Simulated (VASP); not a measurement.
# Si (Fddd) in VASP: further runs, part 2 of 2

VASP 6.6.1.

### Step 4. Single point, PBE

Input file INCAR:

```
PREC = Accurate ; ENCUT = 520
EDIFF = 1E-6 ; ISMEAR = 1
SIGMA = 0.1 ; LREAL = False
LASPH = True ; NELM = 80
ALGO = Normal ; ISIF = 2
LWAVE = False ; LCHARG = False
GGA = PE ; NBANDS = 11
```

Input file KPOINTS:

```
Automatic mesh
0
Gamma
  15 15 15
```

Input file POSCAR:

```
Si
1.0
   -2.3476582800      2.3476582800      1.3292650000
    2.3476582800     -2.3476582800      1.3292650000
    2.3950857200      2.3950857200     -1.3292650000
Si
2
Direct
    0.2500000000      0.7500000000      0.5000000000
    0.5000000000      0.5000000000      0.0000000000
```

Potentials or basis: VASP PAW PBE potentials, release 64 (Si).

Command:

```console
cat potpaw_PBE.64/Si/POTCAR > POTCAR
mpirun -np 1 vasp_std > vasp.out
```

OUTCAR:

```text
PREC = Accurate
   ENCUT = 520
   EDIFF = 1E-6
   ISMEAR = 1
   LREAL = False
   LASPH = True
   NELM = 80
   ISIF = 2
   GGA = PE

 ion  position               nearest neighbor table
   1  0.250  0.750  0.500-   2 2.46   2 2.46   2 2.46   2 2.46   2 3.10   2 3.10   2 3.10   2 3.10

   2  0.500  0.500  0.000-   1 2.46   1 2.46   1 2.46   1 2.46   1 3.10   1 3.10   1 3.10   1 3.10

  LATTYP: Found a face centered orthorhombic cell.
 ALAT       =     2.6585300000
 B/A-ratio  =     2.4976887072
 C/A-ratio  =     2.5481470649
[... 529 lines left out ...]

  FORCE on cell =-STRESS in cart. coord.  units (eV):
  Direction    XX          YY          ZZ          XY          YZ          ZX
  --------------------------------------------------------------------------------------
  -------------------------------------------------------------------------------------
  Total        0.6593049      0.6593049      0.4574643     -0.3864704      0.0000000      0.0000000
  in kB       35.3320953     35.3320953     24.5154725    -20.7109148      0.0000000      0.0000000
  external PRESSURE =      31.7265543 kB  Pullay stress =       0.0000000 kB

 VOLUME and BASIS-vectors are now :
 -----------------------------------------------------------------------------
  energy-cutoff  :      520.00
  volume of cell :       29.90
      direct lattice vectors                 reciprocal lattice vectors
    -2.347658280  2.347658280  1.329265000    -0.002108695  0.210869490  0.376147721
     2.347658280 -2.347658280  1.329265000     0.210869490 -0.002108695  0.376147721
     2.395085720  2.395085720 -1.329265000     0.208760795  0.208760795  0.000000000

 POSITION                                       TOTAL-FORCE (eV/Angst)
 -----------------------------------------------------------------------------------
      2.37137      0.02371      0.66463        -0.000000      0.000000      0.000000
      0.00000      0.00000      1.32926         0.000000     -0.000000     -0.000000
 -----------------------------------------------------------------------------------
    total drift:                                0.000000      0.000000      0.000000

  FREE ENERGIE OF THE ION-ELECTRON SYSTEM (eV)
  ---------------------------------------------------
  free  energy   TOTEN  =       -10.2550402107 eV

  energy  without entropy=      -10.2551336868  energy(sigma->0) =      -10.25507137
```

OSZICAR:

```text
N       E                     dE             d eps       ncg     rms          rms(c)
DAV:   1     0.504656145556E+01    0.50466E+01   -0.33871E+03 11272   0.608E+02
DAV:   2    -0.986856094432E+01   -0.14915E+02   -0.14342E+02 14522   0.827E+01
DAV:   3    -0.102704626064E+02   -0.40190E+00   -0.39988E+00 14539   0.112E+01
DAV:   4    -0.102720941845E+02   -0.16316E-02   -0.16313E-02 13536   0.892E-01
DAV:   5    -0.102721015265E+02   -0.73420E-05   -0.73429E-05 14090   0.544E-02    0.423E+00
DAV:   6    -0.102617016722E+02    0.10400E-01   -0.41589E-03 13012   0.328E-01    0.246E+00
DAV:   7    -0.102550523106E+02    0.66494E-02   -0.96724E-03 12604   0.532E-01    0.217E-01
DAV:   8    -0.102550553644E+02   -0.30538E-05   -0.68328E-04 13493   0.150E-01    0.687E-02
DAV:   9    -0.102550405391E+02    0.14825E-04   -0.32154E-05 13762   0.307E-02    0.279E-02
DAV:  10    -0.102550402107E+02    0.32846E-06   -0.25761E-06 13101   0.102E-02
   1 F= -.10255040E+02 E0= -.10255071E+02  d E =0.934761E-04
```

stdout:

```text
POSCAR found type information on POSCAR Si
 POSCAR found :  1 types and       2 ions
 scaLAPACK will be used
 LDA part: xc-table for (Slater+PW92), standard interpolation
 POSCAR, INCAR and KPOINTS ok, starting setup
 FFT: planning ... GRIDC
 FFT: planning ... GRID_SOFT
 FFT: planning ... GRID
 WAVECAR not read
 entering main loop
```

Run time: 58 s. Hardware: 1 thread of Intel Xeon 6975P-C (Granite Rapids), shared host; peak memory 0.25 GiB.

What came out:

| Property | Result |
| --- | --- |
| Free energy | -10.2550 eV |
| Pressure | 3.2 GPa |
| Band gap on the k mesh | zero (bands 4 and 5 overlap by 6.85 eV) |

Stress tensor (GPa, compression positive):
```
 3.53 -2.07  0.00
-2.07  3.53  0.00
 0.00  0.00  2.45
```

Levels at points of the mesh, in eV from the Fermi level:
| k point | band 1 | band 2 | band 3 | band 4 | band 5 | band 6 | band 7 | band 8 |
| --- | --- | --- | --- | --- | --- | --- | --- | --- |
| (0.00, 0.00, 0.00) | -13.89 | -2.64 | -2.21 | -1.74 | 1.59 | 7.54 | 9.11 | 9.16 |

Caveat: the cell stands under pressure.

### Step 5. Overview

| cell | gap on the mesh (eV) | pressure (GPa) |
| --- | --- | --- |
| a = 3.623, b = 3.623, c = 3.592 Å, angles 97.8, 97.8, 137.0°, 2 atoms | none | 3.2 |
| a = 3.592, b = 3.592, c = 3.623 Å, angles 97.8, 97.8, 136.6°, 2 atoms | none | 3.2 |
| a = 3.576, b = 3.576, c = 3.639 Å, angles 97.8, 97.8, 136.4°, 2 atoms | none | 3.2 |

Alike in all rows: task single point; level PBE; potentials or basis VASP PAW PBE potentials, release 64 (Si); no spin polarisation; k mesh 15 × 15 × 15; cutoff (eV) 520; smearing methfessel-paxton 0.1 eV.

Caveats: the cell stands under pressure.

Total energies depend on the potentials used, so only differences within one code and one set of settings carry meaning.
